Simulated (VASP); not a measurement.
MgBe2Te3:

```
Be Mg Te
1.0
     4.16168    0.00000    0.00000
    -2.08084    3.60412    0.00000
     0.00000    0.00000   10.44453
Be Mg Te
2 1 3
Direct
  0.00000 0.00000 0.98812
  0.66667 0.33333 0.68091
  0.33333 0.66667 0.33865
  0.66667 0.33333 0.91467
  0.33333 0.66667 0.60602
  0.00000 0.00000 0.22163
```

Base run:

| Quantity | Value |
| --- | --- |
| Program | VASP 6.6.1 |
| Functional | PBE |
| Potentials or basis | VASP PAW PBE potentials, release 64 (Be, Mg, Te) |
| Cutoff | 520 eV |
| k mesh | 12 × 12 × 4 |
| Occupations | fermi-dirac, width 0.02 eV |
| Spin | no spin polarisation |

Its results: band gap on the k mesh 1.91 eV (least direct gap 2.43 eV); pressure 0.5 GPa; largest force 0.105 eV/Å.

The run is repeated on the same cell with these changes: functional from PBE to r2SCAN; occupations from fermi-dirac, width 0.02 eV to gaussian, width 0.01 eV. What comes out?

Band gap on the k mesh 2.29 eV (least direct gap 2.97 eV); pressure 0.0 GPa; largest force 0.025 eV/Å.

Caveats: spin-orbit coupling is left out, which moves the levels of the heavy elements; the PAW data sets were made with another functional, which shifts forces and pressure a little (at least some runs).

A k mesh can miss the band edges.
